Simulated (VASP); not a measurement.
Write the native input for VASP 6.6.1 that does the following.

- Task: relaxation of cell and atoms
- Functional: PBE
- Potentials or basis: VASP PAW PBE potentials, release 64 (K_sv, Ta_pv, O)
- Cutoff: 600 eV
- k mesh: 4 × 4 × 4
- Occupations: gaussian, width 0.1 eV
- Spin: no spin polarisation
- Dipole correction: no
- Further INCAR settings: ALGO = Normal; EDIFF = 1e-07; IBRION = 2; EDIFFG = -0.04; NSW = 90; ISIF = 3

The structure of KTaO3 lies in POSCAR:

```
KTaO3
1.0
    3.9883000900      0.0000000000      0.0000000000
    0.0000000000      3.9883000900      0.0000000000
    0.0000000000      0.0000000000      3.9883000900
K Ta O
1 1 3
Direct
    0.5000000000      0.5000000000      0.5000000000
    0.0000000000      0.0000000000      0.0000000000
    0.5000000000      0.0000000000      0.0000000000
    0.0000000000      0.5000000000      0.0000000000
    0.0000000000      0.0000000000      0.5000000000
```

The input as run:

INCAR

```
SYSTEM = KTaO3
PREC = Accurate ; ENCUT = 600
EDIFF = 1E-7 ; ISMEAR = 0
SIGMA = 0.1 ; LREAL = .FALSE.
LASPH = .TRUE. ; NELM = 60
ALGO = Normal ; ISIF = 3
LWAVE = .FALSE. ; LCHARG = .FALSE.
GGA = PE ; IBRION = 2
NSW = 90 ; EDIFFG = -0.04
```

KPOINTS

```
Automatic mesh
0
G
  4 4 4
  0 0 0
```

Potentials or basis: VASP PAW PBE potentials, release 64 (K_sv, Ta_pv, O).

Command:

```console
$ cat potpaw_PBE.64/K_sv/POTCAR potpaw_PBE.64/Ta_pv/POTCAR potpaw_PBE.64/O/POTCAR > POTCAR
$ mpirun -np 1 vasp_std > vasp.out
```

It gave:

- Relaxed volume: 13.07 Å³/atom
- Relaxed cell: a = 4.028 Å, b = 4.028 Å, c = 4.028 Å, α = 90.00°, β = 90.00°, γ = 90.00°
- Space group after relaxing (to 0.1 Å): Pm-3m (No. 221)
- Energy gained by relaxing: 6.9 meV/atom
- Ionic steps: 3
- Pressure after relaxing: 0.0 GPa
- Band gap on the k mesh: 2.09 eV (least direct gap 2.73 eV)

Caveat: spin-orbit coupling is left out, which moves the levels of the heavy elements.

Wall time 68 s on 1 thread of Intel Xeon 8259CL, on a shared host, peak memory 0.2 GiB.
